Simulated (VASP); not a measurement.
Runs of VASP 6.6.1 on W. The structure is that of space group Pbcm (No. 57), or close to it. The cells are those of the table. 

```csv
level,potentials or basis,cell,further INCAR settings,gap on the mesh (eV),pressure (GPa),largest force (eV/Å)
PBE,"VASP PAW PBE potentials, release 64 (W_sv)","a = 2.810, b = 4.864, c = 4.924 Å, 4 atoms",ALGO = Fast; EDIFF = 1e-06; NBANDS = 36,none,-1.6,0.82
LDA,"VASP PAW LDA potentials, release 64 (W_sv)","a = 2.810, b = 4.864, c = 4.924 Å, 4 atoms",ALGO = Fast; EDIFF = 1e-06; NBANDS = 36,none,(c),0.10
PBEsol,"VASP PAW PBE potentials, release 64 (W_sv)","a = 2.810, b = 4.864, c = 4.924 Å, 4 atoms",ALGO = Fast; EDIFF = 1e-07; NBANDS = 36,none,-10.2,0.07
PBEsol,"VASP PAW PBE potentials, release 64 (W_sv)","a = 2.810, b = 4.864, c = 4.924 Å, 4 atoms",ALGO = Fast; EDIFF = 1e-06; NBANDS = 36,none,-10.2,0.07
PBEsol,"VASP PAW PBE potentials, release 64 (W_sv)","a = 2.865, b = 4.959, c = 5.020 Å, 4 atoms",ALGO = Fast; EDIFF = 1e-07; NBANDS = 36,none,-23.4,0.21
PBEsol,"VASP PAW PBE potentials, release 64 (W_sv)","a = 2.791, b = 4.831, c = 4.891 Å, 4 atoms",ALGO = Fast; EDIFF = 1e-06; NBANDS = 36,none,(a),0.12
LDA,"VASP PAW LDA potentials, release 64 (W_sv)","a = 2.772, b = 4.798, c = 4.857 Å, 4 atoms",ALGO = Fast; EDIFF = 1e-07; NBANDS = 36,none,(b),0.12
LDA,"VASP PAW LDA potentials, release 64 (W_sv)","a = 2.752, b = 4.765, c = 4.823 Å, 4 atoms",ALGO = Fast; EDIFF = 1e-06; NBANDS = 36,none,3.3,0.20
```

Alike in all rows: task single point; no spin polarisation; k mesh 9 × 6 × 6; cutoff (eV) 520; smearing fermi-dirac 0.05 eV.

**Question.** Estimate the missing entries.

**Answer.** (a) -4.8; (b) -3.2; (c) -14.3.

Caveats: spin-orbit coupling is left out, which moves the levels of the heavy elements; the PAW data sets were made with another functional, which shifts forces and pressure a little (some runs).

A k mesh can miss the band edges, and the runs leave out spin-orbit coupling on W.

A gap of «none» marks levels without a gap at the run's occupations.
